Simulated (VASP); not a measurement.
# La (Im-3m) in VASP: settings compared, part 2 of 2

VASP 6.6.1. The steps go on from the part before.

## (6) Single point, r2SCAN

This run uses another cell than the first one, of 38.32 Å³/atom.

Input file POSCAR:

```
La
1.0
   -2.1238310700      2.1238310700      2.1238310700
    2.1238310700     -2.1238310700      2.1238310700
    2.1238310700      2.1238310700     -2.1238310700
La
1
Direct
    0.0000000000      0.0000000000      0.0000000000
```

Input file INCAR.step1:

```
SYSTEM = La
PREC     = Accurate       ! precision mode
ENCUT    = 520            ! plane-wave cutoff, eV
ISMEAR   = 1              ! smearing method
SIGMA    = 0.025          ! smearing width, eV
LREAL    = .False.        ! projectors in reciprocal space
LASPH    = .True.         ! aspherical terms in the spheres
NELM     = 100            ! most SCF steps
NBANDS   = 12             ! bands
GGA      = PE             ! functional
ALGO     = Normal         ! electronic algorithm
EDIFF    = 1E-4           ! SCF threshold, eV
LWAVE    = .True.         ! write WAVECAR
LCHARG   = .False.        ! write CHGCAR
```

Input file INCAR.step2:

```
SYSTEM = La
PREC     = Accurate       ! precision mode
ENCUT    = 520            ! plane-wave cutoff, eV
EDIFF    = 1E-6           ! SCF threshold, eV
ISMEAR   = 1              ! smearing method
SIGMA    = 0.025          ! smearing width, eV
LREAL    = .False.        ! projectors in reciprocal space
LASPH    = .True.         ! aspherical terms in the spheres
NELM     = 100            ! most SCF steps
ALGO     = Normal         ! electronic algorithm
ISIF     = 2              ! what is computed and relaxed
LWAVE    = .False.        ! write WAVECAR
LCHARG   = .False.        ! write CHGCAR
METAGGA  = R2SCAN         ! meta-GGA
LMIXTAU  = .True.       
NBANDS   = 12             ! bands
ISTART   = 1
```

Input file KPOINTS:

```
Automatic mesh
0
Gamma
  9 9 9
  0 0 0
```

Potentials or basis: VASP PAW PBE potentials, release 64 (La).

Started as:

```bash
cat potpaw_PBE.64/La/POTCAR > POTCAR
cp INCAR.step1 INCAR
mpirun -np 1 vasp_std > vasp.out
cp INCAR.step2 INCAR
mpirun -np 1 vasp_std > vasp.out
```

OUTCAR:

```text
SYSTEM = La
   PREC = Accurate
   ENCUT = 520
   EDIFF = 1E-6
   ISMEAR = 1
   LREAL = .False.
   LASPH = .True.
   NELM = 100
   ISIF = 2
   METAGGA = R2SCAN
   ISTART = 1

 ion  position               nearest neighbor table
   1  0.000  0.000  0.000-

  LATTYP: Found a body centered cubic cell.
 ALAT       =     4.2476621400

  Lattice vectors:

 A1 = (  -2.1238310700,   2.1238310700,   2.1238310700)
 A2 = (   2.1238310700,  -2.1238310700,   2.1238310700)
 A3 = (   2.1238310700,   2.1238310700,  -2.1238310700)

Analysis of symmetry for initial positions (statically):
=====================================================================
 Subroutine PRICEL returns:
 Original cell was already a primitive cell.

 Routine SETGRP: Setting up the symmetry group for a
 body centered cubic supercell.

 Subroutine GETGRP returns: Found 48 space group operations
 (whereof 48 operations were pure point group operations)
 out of a pool of 48 trial point group operations.

The static configuration has the point symmetry O_h .

Analysis of symmetry for dynamics (positions and initial velocities):
=====================================================================
 Subroutine PRICEL returns:
 Original cell was already a primitive cell.

 Routine SETGRP: Setting up the symmetry group for a
 body centered cubic supercell.

 Subroutine GETGRP returns: Found 48 space group operations
 (whereof 48 operations were pure point group operations)
 out of a pool of 48 trial point group operations.

The dynamic configuration has the point symmetry O_h .

 Subroutine INISYM returns: Found 48 space group operations
 (whereof 48 operations are pure point group operations),
 and found     1 'primitive' translations

----------------------------------------------------------------------------------------

                                     Primitive cell

  volume of cell :      38.3195

  direct lattice vectors                    reciprocal lattice vectors
    -2.123831070  2.123831070  2.123831070     0.000000000  0.235423621  0.235423621
     2.123831070 -2.123831070  2.123831070     0.235423621  0.000000000  0.235423621
     2.123831070  2.123831070 -2.123831070     0.235423621  0.235423621  0.000000000

  length of vectors
     3.678583320  3.678583320  3.678583320     0.332939277  0.332939277  0.332939277

  position of ions in fractional coordinates (direct lattice)
     0.000000000  0.000000000  0.000000000

  ion indices of the primitive-cell ions
   primitive index   ion index
                 1           1

----------------------------------------------------------------------------------------

 KPOINTS: Automatic mesh

Automatic generation of k-mesh.
 Grid dimensions read from file:
 generate k-points for:    9    9    9

 Generating k-lattice:

  Cartesian coordinates                     Fractional coordinates (reciprocal lattice)
     0.000000000  0.026158180  0.026158180     0.111111111  0.000000000  0.000000000
     0.026158180  0.000000000  0.026158180     0.000000000  0.111111111  0.000000000
     0.026158180  0.026158180  0.000000000     0.000000000  0.000000000  0.111111111

  Length of vectors
     0.036993253  0.036993253  0.036993253

  Shift w.r.t. Gamma in fractional coordinates (k-lattice)
     0.000000000  0.000000000  0.000000000

 Subroutine IBZKPT returns following result:
 ===========================================

 Found     35 irreducible k-points:

 Following reciprocal coordinates:
            Coordinates               Weight
  0.000000  0.000000  0.000000      1.000000
  0.111111  0.000000  0.000000     12.000000
  0.222222  0.000000  0.000000     12.000000
  0.333333  0.000000  0.000000     12.000000
  0.444444  0.000000  0.000000     12.000000
  0.111111  0.111111  0.000000     24.000000
[... 16 lines left out ...]
 -0.333333  0.444444  0.111111     48.000000
 -0.444444 -0.444444  0.111111     24.000000
 [... further k-points ...]
   k-points           NKPTS =     35   k-points in BZ     NKDIM =     35   number of bands    NBANDS=     12
   number of dos      NEDOS =    301   number of ions     NIONS =      1
   total plane-waves  NPLWV =  21952
   dimension x,y,z NGX =    28 NGY =   28 NGZ =   28
   dimension x,y,z NGXF=    56 NGYF=   56 NGZF=   56
   ions per type =               1
   NGX,Y,Z   is equivalent  to a cutoff of  12.65, 12.65, 12.65 a.u.
   NGXF,Y,Z  is equivalent  to a cutoff of  25.31, 25.31, 25.31 a.u.
 SYSTEM =  La
   PREC   = accura    normal or accurate (medium, high low for compatibility)
   ISTART =      1    job   : 0-new  1-cont  2-samecut
   ICHARG =      0    charge: 1-file 2-atom 10-const
   ISPIN  =      1    spin polarized calculation?
   LNONCOLLINEAR =      F non collinear calculations
   LSORBIT =      F    spin-orbit coupling
   LASPH  =      T    aspherical Exc in radial PAW
   ENCUT  =  520.0 eV  38.22 Ry    6.18 a.u.   6.84  6.84  6.84*2*pi/ulx,y,z
   NELM   =    100;   NELMIN=  2; NELMDL=  0     # of ELM steps
   EDIFF  = 0.1E-05   stopping-criterion for ELM
   LREAL  =      F    real-space projection
   EDIFFG = 0.1E-04   stopping-criterion for IOM
   NSW    =      0    number of steps for IOM
   IBRION =     -1    ionic relax: 0-MD 1-quasi-New 2-CG
   NFREE  =      0    steps in history (QN), initial steepest desc. (CG)
   ISIF   =      2    stress and relaxation
   ISYM   =      2    0-nonsym 1-usesym 2-fastsym
   POTIM  = 0.5000    time-step for ionic-motion
   TEBEG  =    0.0;   TEEND  =   0.0 temperature during run
   PSTRESS=    0.0 pullay stress
   NELECT =      11.0000    total number of electrons
   NUPDOWN=      -1.0000    fix difference up-down
   EMIN   =  10.00;   EMAX   =-10.00  energy-range for DOS
   EFERMI =   0.00;   METHOD = LEGACY
   ISMEAR =     1;   SIGMA  =   0.03  broadening in eV -4-tet -1-fermi 0-gaus
   EFERMI_NEDOS =   21; number of points for ismear=-14 and -15
   IALGO  =     38    algorithm
   IMIX   =      4    mixing-type and parameters
     AMIX     =   0.40;   BMIX     =  1.00
     AMIX_MAG =   1.60;   BMIX_MAG =  1.00
  volume/ion in A,a.u.               =      38.32       258.59
  Fermi-wavevector in a.u.,A,eV,Ry     =   1.079939  2.040788 15.868033  1.166268
  Thomas-Fermi vector in A             =   2.215917
   LORBIT       =      0    0 simple, 1 ext, 2 COOP (PROOUT), +10 PAW based schemes
   METAGGA = R2SCAN    functional components
   LHFCALC =     F    Hartree Fock is set to
   AEXX    =    0.0000 exact exchange contribution
   IVDW    =     0    specifies the selected vdW correction
   LEPSILON=     F    determine dielectric tensor
   LRPA    =     F    only Hartree local field effects (RPA)
 non-spin polarized calculation
 Methfessel and Paxton  Order N= 1 SIGMA  =   0.03
  energy-cutoff  :      520.00
  volume of cell :       38.32
 maximum number of plane-waves:      1055
   NGX = 13   NGY = 13   NGZ = 13

 number of electron      10.9999999 magnetization

 Free energy of the ion-electron system (eV)
  ---------------------------------------------------
  ext. energy  EPLUGINS =         0.00000000
  ---------------------------------------------------
  free energy    TOTEN  =       -29.62443513 eV

  energy without entropy =      -29.62433526  energy(sigma->0) =      -29.62440184

 E-fermi :   7.7042     XC(G=0): -10.0922

 val. band max:        7.6922613416   @ k =   0.3333   0.2222  -0.0000
 cond. band min:       7.7127580679   @ k =   0.2222   0.1111   0.1111
 fundamental gap:      0.0204967263
 Fermi energy:         7.7041980745

 k-point     1 :       0.0000    0.0000    0.0000
  band No.  band energies     occupation
      1     -26.4721      2.00000
      2      -9.0347      2.00000
      3      -9.0347      2.00000
      4      -9.0347      2.00000
      5       4.3041      2.00000
      6       9.3731      0.00000
      7       9.3731      0.00000
      8       9.3731      0.00000
      9       9.4301      0.00000
     10       9.4301      0.00000
     11       9.4301      0.00000
     12      10.1939      0.00000
[... 331 lines left out ...]
 k-point    24 :      -0.4444   -0.4444    0.1111
  band No.  band energies     occupation
      1     -26.2396      2.00000
      2     -10.2008      2.00000
      3      -9.6386      2.00000
      4      -9.2422      2.00000
      5       6.5164      2.00000
      6       8.0121     -0.00000
      7       8.1529     -0.00000
      8       9.2451      0.00000
      9       9.7704      0.00000
     10       9.9406      0.00000
     11      10.1085      0.00000
     12      10.1498      0.00000

 [... further k-points ...]

------------------------ aborting loop because EDIFF is reached ----------------------------------------

  FORCE on cell =-STRESS in cart. coord.  units (eV):
  Direction    XX          YY          ZZ          XY          YZ          ZX
  --------------------------------------------------------------------------------------
  -------------------------------------------------------------------------------------
  Total       -0.0674596     -0.0674596     -0.0674596     -0.0000000     -0.0000000     -0.0000000
  in kB       -2.8205543     -2.8205543     -2.8205543     -0.0000000     -0.0000000     -0.0000000
  external PRESSURE =      -2.8205543 kB  Pullay stress =       0.0000000 kB

 VOLUME and BASIS-vectors are now :
 -----------------------------------------------------------------------------
  energy-cutoff  :      520.00
  volume of cell :       38.32
      direct lattice vectors                 reciprocal lattice vectors
    -2.123831070  2.123831070  2.123831070     0.000000000  0.235423621  0.235423621
     2.123831070 -2.123831070  2.123831070     0.235423621  0.000000000  0.235423621
     2.123831070  2.123831070 -2.123831070     0.235423621  0.235423621  0.000000000

 POSITION                                       TOTAL-FORCE (eV/Angst)
 -----------------------------------------------------------------------------------
      0.00000      0.00000      0.00000         0.000000      0.000000      0.000000
 -----------------------------------------------------------------------------------
    total drift:                               -0.000000     -0.000000      0.000000

  FREE ENERGIE OF THE ION-ELECTRON SYSTEM (eV)
  ---------------------------------------------------
  free  energy   TOTEN  =       -29.6244351296 eV

  energy  without entropy=      -29.6243352597  energy(sigma->0) =      -29.62440184
```

It took 79 s on 1 thread of AMD EPYC 7R43 (Zen 3), shared host; peak memory 0.14 GiB.

What came out:

```
Free energy            : -29.6244 eV
Pressure               : -0.3 GPa
Band gap on the k mesh : zero (an odd number of electrons rules out a gap without spin polarisation)
```

Caveat: the PAW data sets were made with another functional, which shifts forces and pressure a little; spin-orbit coupling is left out, which moves the levels of the heavy elements.

## (7) Overview

```csv
level,potentials or basis,cell,smearing,gap on the mesh (eV),pressure (GPa)
LDA,"VASP PAW LDA potentials, release 64 (La)","a = 3.603 Å, angles 109.5°, 1 atom",fermi-dirac 0.05 eV,none,-2.6
LDA,"VASP PAW LDA potentials, release 64 (La)","a = 3.679 Å, angles 109.5°, 1 atom",fermi-dirac 0.05 eV,none,-3.9
LDA,"VASP PAW LDA potentials, release 64 (La)","a = 3.703 Å, angles 109.5°, 1 atom",fermi-dirac 0.05 eV,none,-4.2
LDA,"VASP PAW LDA potentials, release 64 (La)","a = 3.727 Å, angles 109.5°, 1 atom",fermi-dirac 0.05 eV,none,-4.6
r2SCAN,"VASP PAW PBE potentials, release 64 (La)","a = 3.679 Å, angles 109.5°, 1 atom",methfessel-paxton 0.025 eV,none,-0.3
```

Alike in all rows: task single point; no spin polarisation; k mesh 9 × 9 × 9; cutoff (eV) 520.

Caveats: spin-orbit coupling is left out, which moves the levels of the heavy elements; the cell stands under tension (at least some runs); the PAW data sets were made with another functional, which shifts forces and pressure a little (at least some runs).

Absolute energies hang on the potentials; compare differences alone.
